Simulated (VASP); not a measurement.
# InSb2 (F-43m) in VASP: notebook

InSb2 is run at these levels: PBE; tasks: single point.

Program: VASP 6.6.1. These are calculated values, not measurements. Logs are shortened: lines on timing, memory, paths and dates and some standing lists are left out, and cuts for length are marked.

## Step 1: The cell of the first run

The structure is cubic, space group F-43m (No. 216). Conventional cell: a = 7.589 Å, b = 7.589 Å, c = 7.589 Å, α = 90.00°, β = 90.00°, γ = 90.00°. In (site symmetry -43m) has 10 Sb at 3.29 to 3.79 Å within 4.3 Å. Sb (site symmetry -43m) has 4 In at 3.29 Å and 4 Sb at 3.29 Å within 4.3 Å. Sb (site symmetry -43m) has 4 Sb at 3.29 Å and 6 In at 3.79 Å within 4.3 Å.

## Step 2: Single point, PBE

The input, INCAR:

```
SYSTEM = InSb2
  PREC = Accurate
  ENCUT = 500
  EDIFF = 1E-6
  ISMEAR = -1
  SIGMA = 0.1
  LREAL = .FALSE.
  LASPH = .TRUE.
  NELM = 120
  ALGO = Normal
  ISIF = 2
  LWAVE = .FALSE.
  LCHARG = .FALSE.
  GGA = PE
  NBANDS = 18
  GGA_COMPAT = .FALSE.
```

The input, KPOINTS:

```
regular mesh
0
G
  4 4 4
  0 0 0
```

The input, POSCAR:

```
InSb2
1.0
    0.0000000000      3.7945550000      3.7945550000
    3.7945550000      0.0000000000      3.7945550000
    3.7945550000      3.7945550000      0.0000000000
In Sb
1 2
Direct
    0.0000000000      0.0000000000      0.0000000000
    0.7500000000      0.7500000000      0.7500000000
    0.5000000000      0.5000000000      0.5000000000
```

Potentials or basis: VASP PAW PBE potentials, release 64 (In_d, Sb).

On the command line:

```sh
> cat potpaw_PBE.64/In_d/POTCAR potpaw_PBE.64/Sb/POTCAR > POTCAR
> mpirun -np 1 vasp_std > vasp.out
```

OUTCAR:

```text
SYSTEM = InSb2
   PREC = Accurate
   ENCUT = 500
   EDIFF = 1E-6
   ISMEAR = -1
   LREAL = .FALSE.
   LASPH = .TRUE.
   NELM = 120
   ISIF = 2
   GGA = PE

 ion  position               nearest neighbor table
   1  0.000  0.000  0.000-   2 3.29   2 3.29   2 3.29   2 3.29   3 3.79   3 3.79   3 3.79   3 3.79
                             3 3.79   3 3.79
   2  0.750  0.750  0.750-   1 3.29   3 3.29   3 3.29   3 3.29   3 3.29   1 3.29   1 3.29   1 3.29

   3  0.500  0.500  0.500-   2 3.29   2 3.29   2 3.29   2 3.29   1 3.79   1 3.79   1 3.79   1 3.79
                             1 3.79   1 3.79

  LATTYP: Found a face centered cubic cell.
 ALAT       =     7.5891100000

  Lattice vectors:

 A1 = (   0.0000000000,   3.7945550000,   3.7945550000)
 A2 = (   3.7945550000,   0.0000000000,   3.7945550000)
 A3 = (   3.7945550000,   3.7945550000,   0.0000000000)

Analysis of symmetry for initial positions (statically):
=====================================================================
 Subroutine PRICEL returns:
 Original cell was already a primitive cell.

 Routine SETGRP: Setting up the symmetry group for a
 face centered cubic supercell.

 Subroutine GETGRP returns: Found 24 space group operations
 (whereof 24 operations were pure point group operations)
 out of a pool of 48 trial point group operations.

The static configuration has the point symmetry T_d .

Analysis of symmetry for dynamics (positions and initial velocities):
=====================================================================
 Subroutine PRICEL returns:
 Original cell was already a primitive cell.

 Routine SETGRP: Setting up the symmetry group for a
 face centered cubic supercell.

 Subroutine GETGRP returns: Found 24 space group operations
 (whereof 24 operations were pure point group operations)
 out of a pool of 48 trial point group operations.

The dynamic configuration has the point symmetry T_d .

 Subroutine INISYM returns: Found 24 space group operations
 (whereof 24 operations are pure point group operations),
 and found     1 'primitive' translations

----------------------------------------------------------------------------------------

                                     Primitive cell

  volume of cell :     109.2729

  direct lattice vectors                    reciprocal lattice vectors
[... 69 lines left out ...]
   LASPH  =      T    aspherical Exc in radial PAW
   ENCUT  =  500.0 eV  36.75 Ry    6.06 a.u.   9.78  9.78  9.78*2*pi/ulx,y,z
   NELM   =    120;   NELMIN=  2; NELMDL= -5     # of ELM steps
   EDIFF  = 0.1E-05   stopping-criterion for ELM
   LREAL  =      F    real-space projection
   EDIFFG = 0.1E-04   stopping-criterion for IOM
   NSW    =      0    number of steps for IOM
   IBRION =     -1    ionic relax: 0-MD 1-quasi-New 2-CG
   NFREE  =      0    steps in history (QN), initial steepest desc. (CG)
   ISIF   =      2    stress and relaxation
   ISYM   =      2    0-nonsym 1-usesym 2-fastsym
   POTIM  = 0.5000    time-step for ionic-motion
   TEBEG  =    0.0;   TEEND  =   0.0 temperature during run
   PSTRESS=    0.0 pullay stress
   NELECT =      23.0000    total number of electrons
   NUPDOWN=      -1.0000    fix difference up-down
   EMIN   =  10.00;   EMAX   =-10.00  energy-range for DOS
   EFERMI =   0.00;   METHOD = LEGACY
   ISMEAR =    -1;   SIGMA  =   0.10  broadening in eV -4-tet -1-fermi 0-gaus
   EFERMI_NEDOS =   21; number of points for ismear=-14 and -15
   IALGO  =     38    algorithm
   IMIX   =      4    mixing-type and parameters
     AMIX     =   0.40;   BMIX     =  1.00
     AMIX_MAG =   1.60;   BMIX_MAG =  1.00
  volume/ion in A,a.u.               =      36.42       245.80
  Fermi-wavevector in a.u.,A,eV,Ry     =   0.973823  1.840258 12.902824  0.948331
  Thomas-Fermi vector in A             =   2.104233
   LORBIT       =      0    0 simple, 1 ext, 2 COOP (PROOUT), +10 PAW based schemes
   GGA     = PE    functional components
   LHFCALC =     F    Hartree Fock is set to
   AEXX    =    0.0000 exact exchange contribution
   IVDW    =     0    specifies the selected vdW correction
   LEPSILON=     F    determine dielectric tensor
   LRPA    =     F    only Hartree local field effects (RPA)
 non-spin polarized calculation
  energy-cutoff  :      500.00
  volume of cell :      109.27
 maximum number of plane-waves:      2788
   NGX = 19   NGY = 19   NGZ = 19

 number of electron      22.9999991 magnetization

 Free energy of the ion-electron system (eV)
  ---------------------------------------------------
  ext. energy  EPLUGINS =         0.00000000
  ---------------------------------------------------
  free energy    TOTEN  =       -10.16042951 eV

  energy without entropy =      -10.11505884  energy(sigma->0) =      -10.13774418

 E-fermi :   4.9274     XC(G=0):  -8.6265

 val. band max:        4.7724969509   @ k =   0.5000   0.0000   0.0000
 cond. band min:       5.2446731368   @ k =   0.5000   0.2500   0.0000
 fundamental gap:      0.4721761859
 Fermi energy:         4.9274406355

 k-point     1 :       0.0000    0.0000    0.0000
  band No.  band energies     occupation
      1      -9.5332      2.00000
      2      -9.5332      2.00000
      3      -9.5332      2.00000
      4      -9.5161      2.00000
      5      -9.5161      2.00000
      6      -6.0587      2.00000
[... 145 lines left out ...]
      5      -9.5161      2.00000
      6      -4.3373      2.00000
[... 10 lines left out ...]
     17       9.1333      0.00000
     18      11.8362      0.00000

------------------------ aborting loop because EDIFF is reached ----------------------------------------

  FORCE on cell =-STRESS in cart. coord.  units (eV):
  Direction    XX          YY          ZZ          XY          YZ          ZX
  --------------------------------------------------------------------------------------
  -------------------------------------------------------------------------------------
  Total       -1.7119244     -1.7119244     -1.7119244      0.0000000      0.0000000      0.0000000
  in kB      -25.1005141    -25.1005141    -25.1005141      0.0000000      0.0000000      0.0000000
  external PRESSURE =     -25.1005141 kB  Pullay stress =       0.0000000 kB

 VOLUME and BASIS-vectors are now :
 -----------------------------------------------------------------------------
  energy-cutoff  :      500.00
  volume of cell :      109.27
      direct lattice vectors                 reciprocal lattice vectors
     0.000000000  3.794555000  3.794555000    -0.131767757  0.131767757  0.131767757
     3.794555000  0.000000000  3.794555000     0.131767757 -0.131767757  0.131767757
     3.794555000  3.794555000  0.000000000     0.131767757  0.131767757 -0.131767757

 POSITION                                       TOTAL-FORCE (eV/Angst)
 -----------------------------------------------------------------------------------
      0.00000      0.00000      0.00000        -0.000000     -0.000000     -0.000000
      5.69183      5.69183      5.69183        -0.000000      0.000000      0.000000
      3.79455      3.79455      3.79455         0.000000      0.000000     -0.000000
 -----------------------------------------------------------------------------------
    total drift:                                0.000000      0.000000     -0.000000

  FREE ENERGIE OF THE ION-ELECTRON SYSTEM (eV)
  ---------------------------------------------------
  free  energy   TOTEN  =       -10.1604295071 eV

  energy  without entropy=      -10.1150588443  energy(sigma->0) =      -10.13774418
```

Wall time 11 s (1 thread of Intel Xeon 6975P-C (Granite Rapids), shared host); peak memory 0.23 GiB.

What came out:

| Quantity | Value |
| --- | --- |
| Free energy | -10.1604 eV |
| Pressure | -2.5 GPa |

Caveat: spin-orbit coupling is left out, which moves the levels of the heavy elements.

## Step 3: Single point, PBE

The input, INCAR:

```
SYSTEM = InSb2
ALGO = Normal
EDIFF = 1E-6
ENCUT = 500
GGA = PE
GGA_COMPAT = .FALSE.
ISIF = 2
ISMEAR = -5
LASPH = .TRUE.
LCHARG = .TRUE.
LELF = .TRUE.
LREAL = .FALSE.
LVHAR = .TRUE.
LWAVE = .FALSE.
NBANDS = 18
NELM = 120
PREC = Accurate
SIGMA = 0.1
```

The input, KPOINTS:

```
k-points
0
G
  4 4 4
  0 0 0
```

POSCAR is that of step 2.

Potentials or basis: VASP PAW PBE potentials, release 64 (In_d, Sb).

On the command line:

```sh
> cat potpaw_PBE.64/In_d/POTCAR potpaw_PBE.64/Sb/POTCAR > POTCAR
> mpirun -np 1 vasp_std > vasp.out
```

It took 13 s on 1 thread of Intel Xeon 6975P-C (Granite Rapids), shared host; peak memory 0.23 GiB.

The run converged. Its results:

| Property | Result |
| --- | --- |
| Free energy | -10.1335 eV |
| Pressure | -2.5 GPa |

Levels at points of the mesh, in eV from the Fermi level:
```
           k point  band 9  band 10  band 11  band 12  band 13  band 14
(0.00, 0.00, 0.00)   -2.03    -2.03    -2.03    -0.96    -0.96    -0.96
(0.50, 0.00, 0.00)   -2.77    -2.77    -0.60    -0.29    -0.29     1.71
(0.50, 0.50, 0.00)   -3.76    -3.76    -1.48     1.56     2.17     2.17
```

Caveat: spin-orbit coupling is left out, which moves the levels of the heavy elements; tetrahedron occupations give inexact forces and stress in metals.
